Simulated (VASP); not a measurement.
# P in VASP: further runs

Aim: see how the results for P move with the level of theory and the settings. Levels: PBE, PBEsol. Tasks: single point.

All numbers are computed with VASP 6.6.1; they aren't measurements. Logs are shortened: lines on timing, memory, paths and dates and some standing lists are left out, and cuts for length are marked.

### 1 The cell of the first run

Symmetry: Cmce, No. 64, orthorhombic system. Conventional cell: a = 3.074 Å, b = 9.211 Å, c = 3.449 Å, α = 90.00°, β = 90.00°, γ = 90.00°. Within 3.3 Å of P (site symmetry m) lie 15 P at 2.23 to 3.21 Å.

### 2 Single point, PBE

INCAR reads:

```
ALGO = Normal ; EDIFF = 1E-7
ENCUT = 520 ; GGA = PE
ISIF = 2 ; ISMEAR = -1
LASPH = T ; LCHARG = F
LREAL = F ; LWAVE = F
NBANDS = 18 ; NELM = 100
PREC = Accurate ; SIGMA = 0.05
```

KPOINTS reads:

```
k-points
0
Gamma
  8 8 6
```

POSCAR reads:

```
P
1.0
    1.5370747620     -4.6054990874      0.0000000000
    1.5370747620      4.6054990874      0.0000000000
    0.0000000000      0.0000000000      3.4487309667
P
4
Direct
    0.8788539201      0.1211460799      0.5054878861
    0.1211460799      0.8788539201      0.4945121139
    0.6211460799      0.3788539201      0.0054878861
    0.3788539201      0.6211460799      0.9945121139
```

Potentials or basis: VASP PAW PBE potentials, release 64 (P).

Launch:

```sh
$ cat potpaw_PBE.64/P/POTCAR > POTCAR
$ mpirun -np 1 vasp_std > vasp.out
```

OUTCAR:

```text
EDIFF = 1E-7
   ENCUT = 520
   GGA = PE
   ISIF = 2
   ISMEAR = -1
   LASPH = T
   LREAL = F
   NELM = 100
   PREC = Accurate

 ion  position               nearest neighbor table
   1  0.879  0.121  0.505-   2 2.23   4 2.28   4 2.28   4 2.34   4 2.34   2 2.83   2 2.83   3 2.93
                             3 2.93
   2  0.121  0.879  0.495-   1 2.23   3 2.28   3 2.28   3 2.34   3 2.34   1 2.83   1 2.83   4 2.93
                             4 2.93
   3  0.621  0.379  0.005-   4 2.23   2 2.28   2 2.28   2 2.34   2 2.34   4 2.83   4 2.83   1 2.93
                             1 2.93
   4  0.379  0.621  0.995-   3 2.23   1 2.28   1 2.28   1 2.34   1 2.34   3 2.83   3 2.83   2 2.93
                             2 2.93

  LATTYP: Found a base centered orthorhombic cell.
 ALAT       =     3.0741495240
 B/A-ratio  =     2.9962752634
 C/A-ratio  =     1.1218488040

  Lattice vectors:

 A1 = (   1.5370747620,  -4.6054990874,   0.0000000000)
 A2 = (   1.5370747620,   4.6054990874,   0.0000000000)
 A3 = (   0.0000000000,   0.0000000000,   3.4487309667)

Analysis of symmetry for initial positions (statically):
=====================================================================
 Subroutine PRICEL returns:
 Original cell was already a primitive cell.

 Routine SETGRP: Setting up the symmetry group for a
 base centered orthorhombic supercell.

 Subroutine GETGRP returns: Found  8 space group operations
 (whereof  4 operations were pure point group operations)
 out of a pool of  8 trial point group operations.

The static configuration has the point symmetry C_2h.
 The point group associated with its full space group is D_2h.

Analysis of symmetry for dynamics (positions and initial velocities):
=====================================================================
 Subroutine PRICEL returns:
 Original cell was already a primitive cell.

 Routine SETGRP: Setting up the symmetry group for a
 base centered orthorhombic supercell.

 Subroutine GETGRP returns: Found  8 space group operations
 (whereof  4 operations were pure point group operations)
 out of a pool of  8 trial point group operations.

The dynamic configuration has the point symmetry C_2h.
 The point group associated with its full space group is D_2h.

 Subroutine INISYM returns: Found  8 space group operations
 (whereof  4 operations are pure point group operations),
 and found     1 'primitive' translations

----------------------------------------------------------------------------------------

                                     Primitive cell

[... 90 lines left out ...]
   LSORBIT =      F    spin-orbit coupling
   LASPH  =      T    aspherical Exc in radial PAW
   ENCUT  =  520.0 eV  38.22 Ry    6.18 a.u.   9.03  9.03  6.41*2*pi/ulx,y,z
   NELM   =    100;   NELMIN=  2; NELMDL= -5     # of ELM steps
   EDIFF  = 0.1E-06   stopping-criterion for ELM
   LREAL  =      F    real-space projection
   EDIFFG = 0.1E-05   stopping-criterion for IOM
   NSW    =      0    number of steps for IOM
   IBRION =     -1    ionic relax: 0-MD 1-quasi-New 2-CG
   NFREE  =      0    steps in history (QN), initial steepest desc. (CG)
   ISIF   =      2    stress and relaxation
   ISYM   =      2    0-nonsym 1-usesym 2-fastsym
   POTIM  = 0.5000    time-step for ionic-motion
   TEBEG  =    0.0;   TEEND  =   0.0 temperature during run
   PSTRESS=    0.0 pullay stress
   NELECT =      20.0000    total number of electrons
   NUPDOWN=      -1.0000    fix difference up-down
   EMIN   =  10.00;   EMAX   =-10.00  energy-range for DOS
   EFERMI =   0.00;   METHOD = LEGACY
   ISMEAR =    -1;   SIGMA  =   0.05  broadening in eV -4-tet -1-fermi 0-gaus
   EFERMI_NEDOS =   21; number of points for ismear=-14 and -15
   IALGO  =     38    algorithm
   IMIX   =      4    mixing-type and parameters
     AMIX     =   0.40;   BMIX     =  1.00
     AMIX_MAG =   1.60;   BMIX_MAG =  1.00
  volume/ion in A,a.u.               =      12.21        82.38
  Fermi-wavevector in a.u.,A,eV,Ry     =   1.215807  2.297541 20.111937  1.478186
  Thomas-Fermi vector in A             =   2.351181
   LORBIT       =      0    0 simple, 1 ext, 2 COOP (PROOUT), +10 PAW based schemes
   GGA     = PE    functional components
   LHFCALC =     F    Hartree Fock is set to
   AEXX    =    0.0000 exact exchange contribution
   IVDW    =     0    specifies the selected vdW correction
   LEPSILON=     F    determine dielectric tensor
   LRPA    =     F    only Hartree local field effects (RPA)
 non-spin polarized calculation
  energy-cutoff  :      520.00
  volume of cell :       48.83
 maximum number of plane-waves:      1332
   NGX = 19   NGY = 19   NGZ = 13

 number of electron      20.0000000 magnetization

 Free energy of the ion-electron system (eV)
  ---------------------------------------------------
  ext. energy  EPLUGINS =         0.00000000
  ---------------------------------------------------
  free energy    TOTEN  =       -19.53499894 eV

  energy without entropy =      -19.52604570  energy(sigma->0) =      -19.53052232

 E-fermi :  12.4226     XC(G=0): -12.1410

 val. band max:       12.4166732230   @ k =   0.5000   0.1250   0.0000
 cond. band min:      12.4534968303   @ k =   0.3750   0.3750   0.1667
 fundamental gap:      0.0368236072
 Fermi energy:        12.4226194569

 k-point     1 :       0.0000    0.0000    0.0000
  band No.  band energies     occupation
      1      -6.0768      2.00000
      2      -0.8457      2.00000
      3       2.2908      2.00000
      4       5.0162      2.00000
      5       5.1746      2.00000
      6       8.5727      2.00000
[... 481 lines left out ...]
      5       4.2269      2.00000
      6       5.1187      2.00000
[... 10 lines left out ...]
     17      19.9604      0.00000
     18      20.0793      0.00000

 [... further k-points ...]
[... 5 lines left out ...]
  --------------------------------------------------------------------------------------
  -------------------------------------------------------------------------------------
  Total        8.9912757      8.9442376      8.9800787      0.0000000      0.0000000      0.0000000
  in kB      295.0332009    293.4897277    294.6657928      0.0000000      0.0000000      0.0000000
  external PRESSURE =     294.3962405 kB  Pullay stress =       0.0000000 kB

 VOLUME and BASIS-vectors are now :
 -----------------------------------------------------------------------------
  energy-cutoff  :      520.00
  volume of cell :       48.83
      direct lattice vectors                 reciprocal lattice vectors
     1.537074762 -4.605499087  0.000000000     0.325293221 -0.108565867  0.000000000
     1.537074762  4.605499087  0.000000000     0.325293221  0.108565867  0.000000000
     0.000000000  0.000000000  3.448730967     0.000000000  0.000000000  0.289961731

 POSITION                                       TOTAL-FORCE (eV/Angst)
 -----------------------------------------------------------------------------------
      1.53707     -3.48962      1.74329         0.000000     -0.036852      0.008099
      1.53707      3.48962      1.70544         0.000000      0.036852     -0.008099
      1.53707     -1.11588      0.01893         0.000000      0.036852      0.008099
      1.53707      1.11588      3.42980         0.000000     -0.036852     -0.008099
 -----------------------------------------------------------------------------------
    total drift:                                0.000000      0.000000      0.000000

  FREE ENERGIE OF THE ION-ELECTRON SYSTEM (eV)
  ---------------------------------------------------
  free  energy   TOTEN  =       -19.5349989351 eV

  energy  without entropy=      -19.5260456987  energy(sigma->0) =      -19.53052232
```

Run time: 48 s. Hardware: 1 thread of Intel Xeon Platinum 8488C (Sapphire Rapids), shared host; peak memory 0.19 GiB.

Results:

```
Free energy            : -19.5350 eV
Pressure               : 29.4 GPa
Largest force          : 0.038 eV/Å
Band gap on the k mesh : zero (bands 10 and 11 overlap by 2.54 eV)
```

Forces in eV/Å, atoms in the order of the input:
```
P    0.000 -0.037  0.008
P    0.000  0.037 -0.008
P    0.000  0.037  0.008
P    0.000 -0.037 -0.008
```

Stress tensor (GPa, compression positive):
```
29.50  0.00  0.00
 0.00 29.35  0.00
 0.00  0.00 29.47
```

Caveat: the cell stands under pressure.

### 3 Single point, PBEsol

This run uses another cell than the first one, of 11.90 Å³/atom.

INCAR reads:

```
  PREC = Accurate
  ENCUT = 520
  EDIFF = 1E-6
  ISMEAR = -1
  SIGMA = 0.05
  LREAL = F
  LASPH = T
  NELM = 80
  ALGO = Normal
  ISIF = 2
  LWAVE = F
  LCHARG = F
  GGA = PS
  NBANDS = 18
```

KPOINTS reads:

```
Automatic mesh
0
Gamma
  8 8 6
```

POSCAR reads:

```
P
1.0
    1.5150386915     -4.5395520267      0.0000000000
    1.5150386915      4.5395520267      0.0000000000
    0.0000000000      0.0000000000      3.4591637740
P
4
Direct
    0.8777032225      0.1222967775      0.4999609446
    0.1222967775      0.8777032225      0.5000390554
    0.6222967775      0.3777032225     -0.0000390554
    0.3777032225      0.6222967775      1.0000390554
```

Potentials or basis: VASP PAW PBE potentials, release 64 (P).

Launch:

```sh
$ cat potpaw_PBE.64/P/POTCAR > POTCAR
$ mpirun -np 1 vasp_std > vasp.out
```

It took 1.9 min on 1 thread of Oxide Virtual Turin-like, shared host; peak memory 0.17 GiB.

The run converged. Its results:

```
Free energy            : -21.5594 eV
Pressure               : 30.0 GPa
Largest force          : 0.013 eV/Å
Band gap on the k mesh : zero (bands 10 and 11 overlap by 3.04 eV)
```

Forces in eV/Å, atoms in the order of the input:
```
P    0.000 -0.013  0.000
P    0.000  0.013  0.000
P    0.000  0.013  0.000
P    0.000 -0.013  0.000
```

Stress tensor (GPa, compression positive):
```
29.95  0.00  0.00
 0.00 29.87  0.00
 0.00  0.00 30.08
```

Levels at points of the mesh, in eV from the Fermi level:
| k point | band 6 | band 7 | band 8 | band 9 | band 10 | band 11 | band 12 | band 13 | band 14 | band 15 |
| --- | --- | --- | --- | --- | --- | --- | --- | --- | --- | --- |
| (0.00, 0.00, 0.00) | -3.63 | -3.59 | -3.17 | -1.76 | -1.48 | 1.92 | 2.40 | 2.62 | 5.72 | 6.78 |
| (0.50, 0.00, 0.00) | -4.57 | -3.72 | -3.72 | -1.78 | -1.78 | -1.11 | -1.11 | 0.98 | 0.98 | 5.13 |
| (0.50, 0.50, 0.00) | -4.81 | -4.42 | -3.99 | -2.98 | -0.80 | -0.28 | 2.67 | 4.82 | 5.39 | 5.68 |
| (0.00, 0.00, 0.50) | -7.65 | -0.87 | -0.87 | -0.45 | -0.45 | 1.35 | 1.35 | 2.36 | 2.36 | 8.21 |
| (0.50, 0.00, 0.50) | -8.36 | -8.14 | -8.14 | -2.70 | -2.70 | 0.53 | 0.53 | 7.32 | 7.32 | 8.49 |
| (0.50, 0.50, 0.50) | -2.07 | -2.02 | -2.02 | -0.34 | -0.34 | 0.82 | 0.82 | 1.82 | 1.82 | 6.10 |

Caveat: the cell stands under pressure; the PAW data sets were made with another functional, which shifts forces and pressure a little.

### 4 Single point, PBEsol

This run uses another cell than the first one, of 12.66 Å³/atom.

INCAR reads:

```
PREC = Accurate ; ENCUT = 520
EDIFF = 1E-6 ; ISMEAR = -1
SIGMA = 0.05 ; LREAL = F
LASPH = T ; NELM = 100
ALGO = Normal ; ISIF = 2
LWAVE = F ; LCHARG = F
GGA = PS ; NBANDS = 18
```

KPOINTS is that of step 3.

POSCAR reads:

```
P
1.0
    1.5520715459     -4.6607921899      0.0000000000
    1.5520715459      4.6607921899      0.0000000000
    0.0000000000      0.0000000000      3.4995350949
P
4
Direct
    0.8799434687      0.1200565313      0.5135372629
    0.1200565313      0.8799434687      0.4864627371
    0.6200565313      0.3799434687      0.0135372629
    0.3799434687      0.6200565313      0.9864627371
```

Launch:

```sh
$ cat potpaw_PBE.64/P/POTCAR > POTCAR
$ mpirun -np 1 vasp_std > vasp.out
```

It took 1.9 min on 1 thread of Oxide Virtual Turin-like, shared host; peak memory 0.18 GiB.

Results (log left out):

- Free energy: -22.0304 eV
- Pressure: 20.0 GPa
- Largest force: 0.023 eV/Å
- Band gap on the k mesh: zero (bands 10 and 11 overlap by 2.28 eV)

Forces in eV/Å, atoms in the order of the input:
```
P    0.000 -0.020  0.011
P    0.000  0.020 -0.011
P    0.000  0.020  0.011
P    0.000 -0.020 -0.011
```

Stress tensor (GPa, compression positive):
```
20.03  0.00  0.00
 0.00 19.80  0.00
 0.00  0.00 20.09
```

Levels at points of the mesh, in eV from the Fermi level:
| k point | band 7 | band 8 | band 9 | band 10 | band 11 | band 12 | band 13 | band 14 |
| --- | --- | --- | --- | --- | --- | --- | --- | --- |
| (0.00, 0.00, 0.00) | -3.49 | -3.11 | -2.01 | -1.49 | 2.14 | 2.22 | 2.83 | 5.26 |
| (0.50, 0.00, 0.00) | -3.38 | -3.38 | -1.78 | -1.78 | -0.90 | -0.90 | 1.02 | 1.02 |
| (0.50, 0.50, 0.00) | -4.21 | -4.04 | -2.80 | -1.17 | -0.11 | 2.24 | 4.35 | 5.37 |
| (0.00, 0.00, 0.50) | -1.38 | -1.38 | -0.12 | -0.12 | 0.97 | 0.97 | 2.13 | 2.13 |
| (0.50, 0.00, 0.50) | -7.69 | -7.69 | -2.76 | -2.76 | 0.67 | 0.67 | 6.85 | 6.85 |
| (0.50, 0.50, 0.50) | -2.17 | -2.17 | -0.27 | -0.27 | 0.54 | 0.54 | 1.57 | 1.57 |

Caveat: the cell stands under pressure; the PAW data sets were made with another functional, which shifts forces and pressure a little.

### 5 Summary

| level | cell | gap on the mesh (eV) | pressure (GPa) | largest force (eV/Å) |
| --- | --- | --- | --- | --- |
| PBE | a = 4.855, b = 4.855, c = 3.449 Å, angles 90.0, 90.0, 143.1°, 4 atoms, atomic positions A | none | 29.4 | 0.04 |
| PBEsol | a = 4.786, b = 4.786, c = 3.459 Å, angles 90.0, 90.0, 143.1°, 4 atoms, atomic positions B | none | 30.0 | 0.01 |
| PBEsol | a = 4.912, b = 4.912, c = 3.500 Å, angles 90.0, 90.0, 143.2°, 4 atoms, atomic positions C | none | 20.0 | 0.02 |

Alike in all rows: task single point; potentials or basis VASP PAW PBE potentials, release 64 (P); no spin polarisation; k mesh 8 × 8 × 6; cutoff (eV) 520; smearing fermi-dirac 0.05 eV.

Caveats: the cell stands under pressure; the PAW data sets were made with another functional, which shifts forces and pressure a little (at least some runs).

Total energies depend on the potentials used, so only differences within one code and one set of settings carry meaning.

The gap in the log of VASP goes by the Fermi energy; the results here count the filled bands.